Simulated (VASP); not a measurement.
# Ge3N4 (P6_3/m) in VASP: single point with PBE

Aim: the single point of Ge3N4 with PBE.

Program: VASP 6.6.1. These are calculated values, not measurements. Logs are shortened: lines on timing, memory, paths and dates and some standing lists are left out, and cuts for length are marked.

## Step 1: The cell of the first run

The structure is hexagonal, space group P6_3/m (No. 176). The conventional cell has a = 8.285 Å, b = 8.285 Å, c = 3.045 Å, α = 90.00°, β = 90.00°, γ = 120.00°. Ge (site symmetry m) has 4 N at 1.85 to 1.88 Å within 2.5 Å. N (site symmetry -6) has 3 Ge at 1.87 Å within 2.5 Å. N (site symmetry m) has 3 Ge at 1.85 to 1.88 Å within 2.5 Å.

## Step 2: Single point, PBE (epitaxial xy strain +3.0%)

Input file INCAR:

```
  ALGO = Normal
  EDIFF = 1E-6
  ENCUT = 600
  GGA = PE
  GGA_COMPAT = F
  ISIF = 2
  ISMEAR = -1
  LASPH = T
  LCHARG = F
  LREAL = F
  LWAVE = F
  NBANDS = 75
  NELM = 120
  PREC = Accurate
  SIGMA = 0.02
```

Input file KPOINTS:

```
k-points
0
Gamma
  6 6 8
```

Input file POSCAR:

```
Ge3N4
1.0
    8.2852452667      0.0000000000      0.0000000000
   -4.1426226333      7.1752328775      0.0000000000
    0.0000000000      0.0000000000      3.0453912630
Ge N
6 8
Direct
    0.8239965753      0.2316135010      0.7500000000
    0.5923830743      0.8239965753      0.2500000000
    0.2316135010      0.4076169257      0.2500000000
    0.7683864990      0.5923830743      0.7500000000
    0.4076169257      0.1760034247      0.7500000000
    0.1760034247      0.7683864990      0.2500000000
    0.6666666667      0.3333333333      0.7500000000
    0.3333333333      0.6666666667      0.2500000000
    0.6682605403      0.9705271805      0.7500000000
    0.6977333598      0.6682605403      0.2500000000
    0.9705271805      0.3022666402      0.2500000000
    0.0294728195      0.6977333598      0.7500000000
    0.3317394597      0.0294728195      0.2500000000
    0.3022666402      0.3317394597      0.7500000000
```

Potentials or basis: VASP PAW PBE potentials, release 64 (Ge_d, N).

Launch:

```bash
cat potpaw_PBE.64/Ge_d/POTCAR potpaw_PBE.64/N/POTCAR > POTCAR
mpirun -np 1 vasp_std > vasp.out
```

OUTCAR:

```text
EDIFF = 1E-6
   ENCUT = 600
   GGA = PE
   ISIF = 2
   ISMEAR = -1
   LASPH = T
   LREAL = F
   NELM = 120
   PREC = Accurate

 ion  position               nearest neighbor table
   1  0.824  0.232  0.750-  11 1.85  11 1.85   7 1.87   9 1.88
   2  0.592  0.824  0.250-   9 1.85   9 1.85   8 1.87  10 1.88
   3  0.232  0.408  0.250-  14 1.85  14 1.85   8 1.87  11 1.88
   4  0.768  0.592  0.750-  10 1.85  10 1.85   7 1.87  12 1.88
   5  0.408  0.176  0.750-  13 1.85  13 1.85   7 1.87  14 1.88
   6  0.176  0.768  0.250-  12 1.85  12 1.85   8 1.87  13 1.88
   7  0.667  0.333  0.750-   1 1.87   5 1.87   4 1.87
   8  0.333  0.667  0.250-   6 1.87   2 1.87   3 1.87
   9  0.668  0.971  0.750-   2 1.85   2 1.85   1 1.88
  10  0.698  0.668  0.250-   4 1.85   4 1.85   2 1.88
  11  0.971  0.302  0.250-   1 1.85   1 1.85   3 1.88
  12  0.029  0.698  0.750-   6 1.85   6 1.85   4 1.88
  13  0.332  0.029  0.250-   5 1.85   5 1.85   6 1.88
  14  0.302  0.332  0.750-   3 1.85   3 1.85   5 1.88

  LATTYP: Found a hexagonal cell.
 ALAT       =     8.2852452667
 C/A-ratio  =     0.3675680279

  Lattice vectors:

 A1 = (   8.2852452667,   0.0000000000,   0.0000000000)
 A2 = (  -4.1426226333,   7.1752328775,   0.0000000000)
 A3 = (   0.0000000000,   0.0000000000,   3.0453912630)

Analysis of symmetry for initial positions (statically):
=====================================================================
 Subroutine PRICEL returns:
 Original cell was already a primitive cell.

 Routine SETGRP: Setting up the symmetry group for a
 hexagonal supercell.

 Subroutine GETGRP returns: Found 12 space group operations
 (whereof  6 operations were pure point group operations)
 out of a pool of 24 trial point group operations.

The static configuration has the point symmetry S_6 .
 The point group associated with its full space group is C_6h.

Analysis of symmetry for dynamics (positions and initial velocities):
=====================================================================
 Subroutine PRICEL returns:
 Original cell was already a primitive cell.

 Routine SETGRP: Setting up the symmetry group for a
 hexagonal supercell.

 Subroutine GETGRP returns: Found 12 space group operations
 (whereof  6 operations were pure point group operations)
 out of a pool of 24 trial point group operations.

The dynamic configuration has the point symmetry S_6 .
 The point group associated with its full space group is C_6h.

 Subroutine INISYM returns: Found 12 space group operations
 (whereof  6 operations are pure point group operations),
 and found     1 'primitive' translations

----------------------------------------------------------------------------------------

                                     Primitive cell

  volume of cell :     181.0441

  direct lattice vectors                    reciprocal lattice vectors
     8.285245267  0.000000000  0.000000000     0.120696487  0.069684149  0.000000000
    -4.142622633  7.175232878  0.000000000     0.000000000  0.139368299  0.000000000
     0.000000000  0.000000000  3.045391263     0.000000000  0.000000000  0.328365032

  length of vectors
     8.285245267  8.285245267  3.045391263     0.139368299  0.139368299  0.328365032

  position of ions in fractional coordinates (direct lattice)
     0.823996575  0.231613501  0.750000000
     0.592383074  0.823996575  0.250000000
     0.231613501  0.407616926  0.250000000
     0.768386499  0.592383074  0.750000000
     0.407616926  0.176003425  0.750000000
     0.176003425  0.768386499  0.250000000
     0.666666667  0.333333333  0.750000000
     0.333333333  0.666666667  0.250000000
     0.668260540  0.970527180  0.750000000
     0.697733360  0.668260540  0.250000000
     0.970527180  0.302266640  0.250000000
     0.029472820  0.697733360  0.750000000
     0.331739460  0.029472820  0.250000000
     0.302266640  0.331739460  0.750000000

  ion indices of the primitive-cell ions
   primitive index   ion index
                 1           1
                 2           2
                 3           3
                 4           4
                 5           5
                 6           6
                 7           7
                 8           8
                 9           9
                10          10
                11          11
                12          12
                13          13
                14          14

----------------------------------------------------------------------------------------

 KPOINTS: k-points

Automatic generation of k-mesh.
 Grid dimensions read from file:
 generate k-points for:    6    6    8

 Generating k-lattice:

  Cartesian coordinates                     Fractional coordinates (reciprocal lattice)
     0.020116081  0.011614025  0.000000000     0.166666667  0.000000000  0.000000000
     0.000000000  0.023228050  0.000000000     0.000000000  0.166666667  0.000000000
     0.000000000  0.000000000  0.041045629     0.000000000  0.000000000  0.125000000

  Length of vectors
     0.023228050  0.023228050  0.041045629

  Shift w.r.t. Gamma in fractional coordinates (k-lattice)
     0.000000000  0.000000000  0.000000000

 Subroutine IBZKPT returns following result:
 ===========================================

 Found     40 irreducible k-points:

 Following reciprocal coordinates:
            Coordinates               Weight
  0.000000  0.000000  0.000000      1.000000
  0.166667  0.000000  0.000000      6.000000
  0.333333 -0.000000  0.000000      6.000000
  0.500000 -0.000000  0.000000      3.000000
  0.166667  0.166667  0.000000      6.000000
  0.333333  0.166667  0.000000      6.000000
[... 16 lines left out ...]
 -0.333333  0.500000 -0.250000     12.000000
  0.333333  0.333333  0.250000      4.000000
 [... further k-points ...]
   k-points           NKPTS =     40   k-points in BZ     NKDIM =     40   number of bands    NBANDS=     75
   number of dos      NEDOS =    301   number of ions     NIONS =     14
   total plane-waves  NPLWV = 117600
   dimension x,y,z NGX =    70 NGY =   70 NGZ =   24
   dimension x,y,z NGXF=   140 NGYF=  140 NGZF=   48
   ions per type =               6   8
   NGX,Y,Z   is equivalent  to a cutoff of  14.05, 14.05, 13.10 a.u.
   NGXF,Y,Z  is equivalent  to a cutoff of  28.09, 28.09, 26.20 a.u.
 SYSTEM =  unknown system
   PREC   = accura    normal or accurate (medium, high low for compatibility)
   ISTART =      0    job   : 0-new  1-cont  2-samecut
   ICHARG =      2    charge: 1-file 2-atom 10-const
   ISPIN  =      1    spin polarized calculation?
   LNONCOLLINEAR =      F non collinear calculations
   LSORBIT =      F    spin-orbit coupling
   LASPH  =      T    aspherical Exc in radial PAW
   ENCUT  =  600.0 eV  44.10 Ry    6.64 a.u.  16.55 16.55  6.08*2*pi/ulx,y,z
   NELM   =    120;   NELMIN=  2; NELMDL= -5     # of ELM steps
   EDIFF  = 0.1E-05   stopping-criterion for ELM
   LREAL  =      F    real-space projection
   EDIFFG = 0.1E-04   stopping-criterion for IOM
   NSW    =      0    number of steps for IOM
   IBRION =     -1    ionic relax: 0-MD 1-quasi-New 2-CG
   NFREE  =      0    steps in history (QN), initial steepest desc. (CG)
   ISIF   =      2    stress and relaxation
   ISYM   =      2    0-nonsym 1-usesym 2-fastsym
   POTIM  = 0.5000    time-step for ionic-motion
   TEBEG  =    0.0;   TEEND  =   0.0 temperature during run
   PSTRESS=    0.0 pullay stress
   NELECT =     124.0000    total number of electrons
   NUPDOWN=      -1.0000    fix difference up-down
   EMIN   =  10.00;   EMAX   =-10.00  energy-range for DOS
   EFERMI =   0.00;   METHOD = LEGACY
   ISMEAR =    -1;   SIGMA  =   0.02  broadening in eV -4-tet -1-fermi 0-gaus
   EFERMI_NEDOS =   21; number of points for ismear=-14 and -15
   IALGO  =     38    algorithm
   IMIX   =      4    mixing-type and parameters
     AMIX     =   0.40;   BMIX     =  1.00
     AMIX_MAG =   1.60;   BMIX_MAG =  1.00
  volume/ion in A,a.u.               =      12.93        87.27
  Fermi-wavevector in a.u.,A,eV,Ry     =   1.443069  2.727006 28.333445  2.082449
  Thomas-Fermi vector in A             =   2.561519
   LORBIT       =      0    0 simple, 1 ext, 2 COOP (PROOUT), +10 PAW based schemes
   GGA     = PE    functional components
   LHFCALC =     F    Hartree Fock is set to
   AEXX    =    0.0000 exact exchange contribution
   IVDW    =     0    specifies the selected vdW correction
   LEPSILON=     F    determine dielectric tensor
   LRPA    =     F    only Hartree local field effects (RPA)
 non-spin polarized calculation
  energy-cutoff  :      600.00
  volume of cell :      181.04
 maximum number of plane-waves:      6102
 NGX is ok and might be reduce to    70
   NGX = 33   NGY = 33   NGZ = 13

 number of electron     123.9999981 magnetization

 Free energy of the ion-electron system (eV)
  ---------------------------------------------------
  ext. energy  EPLUGINS =         0.00000000
  ---------------------------------------------------
  free energy    TOTEN  =       -94.07659648 eV

  energy without entropy =      -94.07659648  energy(sigma->0) =      -94.07659648

 E-fermi :   5.2422     XC(G=0): -10.6119

 val. band max:        4.8109825930   @ k =   0.0000   0.0000   0.0000
 cond. band min:       6.2556922096   @ k =   0.0000   0.0000   0.0000
 fundamental gap:      1.4447096166
 Fermi energy:         5.2421867171

 k-point     1 :       0.0000    0.0000    0.0000
  band No.  band energies     occupation
      1     -19.9264      2.00000
      2     -19.9018      2.00000
      3     -19.9018      2.00000
      4     -19.8903      2.00000
      5     -19.8704      2.00000
      6     -19.8704      2.00000
[... 66 lines left out ...]
     73      12.1520      0.00000
     74      12.1520      0.00000

 k-point     2 :       0.1667    0.0000    0.0000
  band No.  band energies     occupation
      1     -19.9253      2.00000
      2     -19.9038      2.00000
      3     -19.9017      2.00000
      4     -19.8920      2.00000
      5     -19.8707      2.00000
      6     -19.8669      2.00000
[... 66 lines left out ...]
     73      12.0117      0.00000
     74      12.2369      0.00000

 k-point     3 :       0.3333   -0.0000    0.0000
  band No.  band energies     occupation
      1     -19.9219      2.00000
      2     -19.9094      2.00000
      3     -19.9015      2.00000
      4     -19.8934      2.00000
      5     -19.8712      2.00000
      6     -19.8615      2.00000
[... 1606 lines left out ...]
     73      11.9392      0.00000
     74      12.1168      0.00000

 k-point    24 :       0.3333    0.3333    0.2500
  band No.  band energies     occupation
      1     -19.8904      2.00000
      2     -19.8822      2.00000
      3     -19.8822      2.00000
      4     -19.8652      2.00000
      5     -19.8652      2.00000
      6     -19.8475      2.00000
[... 66 lines left out ...]
     73      12.0722      0.00000
     74      12.1070      0.00000

 [... further k-points ...]

 [bands above 74 left out]

------------------------ aborting loop because EDIFF is reached ----------------------------------------

  FORCE on cell =-STRESS in cart. coord.  units (eV):
  Direction    XX          YY          ZZ          XY          YZ          ZX
  --------------------------------------------------------------------------------------
  -------------------------------------------------------------------------------------
  Total       -7.3808585     -7.3808585      6.2140448     -0.0000008     -0.0000000      0.0000000
  in kB      -65.3180176    -65.3180176     54.9921242     -0.0000066     -0.0000000      0.0000000
  external PRESSURE =     -25.2146370 kB  Pullay stress =       0.0000000 kB

 VOLUME and BASIS-vectors are now :
 -----------------------------------------------------------------------------
  energy-cutoff  :      600.00
  volume of cell :      181.04
      direct lattice vectors                 reciprocal lattice vectors
     8.285245267  0.000000000  0.000000000     0.120696487  0.069684149  0.000000000
    -4.142622633  7.175232878  0.000000000     0.000000000  0.139368299  0.000000000
     0.000000000  0.000000000  3.045391263     0.000000000  0.000000000  0.328365032

 POSITION                                       TOTAL-FORCE (eV/Angst)
 -----------------------------------------------------------------------------------
      5.86753      1.66188      2.28404         0.020577      0.004112      0.000000
      1.49453      5.91237      0.76135         0.006728      0.019876     -0.000000
      0.23037      2.92475      0.76135         0.013849     -0.015764      0.000000
      3.91225      4.25049      2.28404        -0.013849      0.015764     -0.000000
      2.64809      1.26287      2.28404        -0.006728     -0.019876      0.000000
     -1.72490      5.51335      0.76135        -0.020577     -0.004112      0.000000
      4.14262      2.39174      2.28404        -0.000000      0.000000      0.000000
     -0.00000      4.78349      0.76135        -0.000000      0.000000      0.000000
      1.51617      6.96376      2.28404        -0.008226      0.060175      0.000000
      3.01254      4.79492      0.76135        -0.056226      0.022963      0.000000
      6.78888      2.16883      0.76135         0.048000      0.037211      0.000000
     -2.64626      5.00640      2.28404        -0.048000     -0.037211     -0.000000
      2.62645      0.21147      0.76135         0.008226     -0.060175      0.000000
      1.13008      2.38031      2.28404         0.056226     -0.022963     -0.000000
 -----------------------------------------------------------------------------------
    total drift:                                0.000000     -0.000000      0.000000

  FREE ENERGIE OF THE ION-ELECTRON SYSTEM (eV)
  ---------------------------------------------------
  free  energy   TOTEN  =       -94.0765964830 eV

  energy  without entropy=      -94.0765964830  energy(sigma->0) =      -94.07659648
```

Run time: 9.7 min. Hardware: 1 thread of Oxide Virtual Turin-like, shared host; peak memory 0.6 GiB.

Results:

* Free energy: -94.0766 eV
* Pressure: -2.5 GPa
* Largest force: 0.061 eV/Å
* Band gap on the k mesh: 1.44 eV

Forces on the atoms (eV/Å):
```
Ge   0.021  0.004  0.000
Ge   0.007  0.020  0.000
Ge   0.014 -0.016  0.000
Ge  -0.014  0.016  0.000
Ge  -0.007 -0.020  0.000
Ge  -0.021 -0.004  0.000
N    0.000  0.000  0.000
N    0.000  0.000  0.000
N   -0.008  0.060  0.000
N   -0.056  0.023  0.000
N    0.048  0.037  0.000
N   -0.048 -0.037  0.000
N    0.008 -0.060  0.000
N    0.056 -0.023  0.000
```

Stress tensor (GPa, compression positive):
```
-6.53  0.00  0.00
 0.00 -6.53  0.00
 0.00  0.00  5.50
```

Levels at points of the mesh, in eV from the valence-band top:
```tsv
k point	band 60	band 61	band 62	band 63	band 64	band 65
(0.00, 0.00, 0.00)	-0.68	-0.19	0.00	1.44	3.15	3.15
(0.50, 0.00, 0.00)	-0.74	-0.10	-0.04	2.79	3.06	3.90
(0.00, 0.00, 0.50)	-1.30	-1.28	-1.28	3.72	3.72	3.72
(0.50, 0.00, 0.50)	-1.24	-1.00	-1.00	3.13	3.13	4.34
```

Caveat: the cell differs from its parent crystal (epitaxial xy strain +3.0%); the stress differs along the axes, from -7 to 5 GPa. A k mesh can miss the band edges.
